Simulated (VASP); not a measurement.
Wanted: the native input for a VASP 6.6.1 run.

```
Task                               : single point
Functional                         : PBE-based screened hybrid with 30 % exact exchange
Potentials or basis                : VASP PAW PBE potentials, release 64 (Cd, S)
Cutoff                             : 520 eV
k mesh                             : 4 × 4 × 2
Occupations                        : fermi-dirac, width 0.05 eV
Spin                               : no spin polarisation
Dipole correction                  : no
Grid for exact exchange (PRECFOCK) : Normal
Share of exact exchange            : 0.3
Further INCAR settings             : ALGO = Normal; EDIFF = 1e-06; NBANDS = 26
Screening parameter                : 0.2 1/Å
```

The system is CdS.

```
Cd S
1.0
     4.15000    0.00000    0.00000
    -2.07500    3.59401    0.00000
     0.00000    0.00000    6.73700
Cd S
2 2
Cartesian
  2.0750 1.1980 3.3685
  0.0000 2.3960 0.0000
  2.0750 1.1980 5.8949
  0.0000 2.3960 2.5264
```

The input as run:

POSCAR

```
CdS
1.0
    4.1500000000      0.0000000000      0.0000000000
   -2.0750000000      3.5940054257      0.0000000000
    0.0000000000      0.0000000000      6.7370000000
Cd S
2 2
Direct
    0.6666666667      0.3333333333      0.5000000000
    0.3333333333      0.6666666667      0.0000000000
    0.6666666667      0.3333333333      0.8750000000
    0.3333333333      0.6666666667      0.3750000000
```

INCAR.step1

```
SYSTEM = CdS
ALGO = Normal ; EDIFF = 1E-5
ENCUT = 520 ; GGA = PE
ISIF = 2 ; ISMEAR = -1
LASPH = .True. ; LCHARG = .False.
LREAL = .False. ; LWAVE = .True.
NBANDS = 26 ; NELM = 60
PREC = Accurate ; SIGMA = 0.05
```

INCAR.step2

```
SYSTEM = CdS
AEXX = 0.3 ; ALGO = Normal
EDIFF = 1E-6 ; ENCUT = 520
GGA = PE ; HFSCREEN = 0.2
ISIF = 2 ; ISMEAR = -1
ISTART = 1 ; LASPH = .True.
LCHARG = .False. ; LHFCALC = .True.
LREAL = .False. ; LWAVE = .False.
NBANDS = 26 ; NELM = 60
PREC = Accurate ; PRECFOCK = Normal
SIGMA = 0.05
```

KPOINTS

```
k-points
0
Gamma
  4 4 2
  0 0 0
```

Potentials or basis: VASP PAW PBE potentials, release 64 (Cd, S).

Command:

```bash
$ cat potpaw_PBE.64/Cd/POTCAR potpaw_PBE.64/S/POTCAR > POTCAR
$ cp INCAR.step1 INCAR
$ mpirun -np 1 vasp_std > vasp.out
$ cp INCAR.step2 INCAR
$ mpirun -np 1 vasp_std > vasp.out
```

Results of the run:

```yaml
Pressure: 1.0 GPa
Largest_force: 0.064 eV/Å
Band_gap_on_the_k_mesh: 2.48 eV
```

Caveat: the k points lie up to 0.47 Å⁻¹ apart; the PAW data sets were made with another functional, which shifts forces and pressure a little.

Wall time 13 min on 1 thread of Oxide Virtual Turin-like Processor, on a shared host, peak memory 0.31 GiB.
